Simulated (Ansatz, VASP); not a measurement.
## Two plane-wave programs on In3GaAs4

```xyz
8
Lattice="-3.0384 3.0384 6.0699 3.0384 -3.0384 6.0699 3.0384 3.0384 -6.0699" Properties=species:S:1:pos:R:3 pbc="T T T"
Ga    0.0000    0.0000    0.0000
As    1.4431    1.4431    1.4573
As    1.5953   -1.5953    4.6126
As    1.5953    1.5953    7.5272
As   -1.5953    1.5953    4.6126
In    0.0000    3.0384    3.0350
In    0.0000    0.0000    6.0699
In    3.0384    0.0000    3.0350
```

Alike in both runs: task single point; functional PBE; k mesh 6 × 6 × 6; occupations fermi-dirac, width 0.02 eV; no spin polarisation.

```csv
,VASP,Ansatz
version,VASP 6.6.1,Ansatz 0.2.0
potentials or method,"VASP PAW PBE potentials, release 64 (Ga_d, As, In_d)","plane waves, PAW"
plane-wave cutoff (eV),520,420
valence electrons in the cell,72,112
```

Ansatz gave:

```
pressure (GPa) : 0.0
```

Question: What did VASP give for the same quantities?

Answer: Pressure (GPa): 0.1.

VASP's potentials hold 72 valence electrons a cell and Ansatz's 112, so a difference there can come from the potentials and not from the codes.
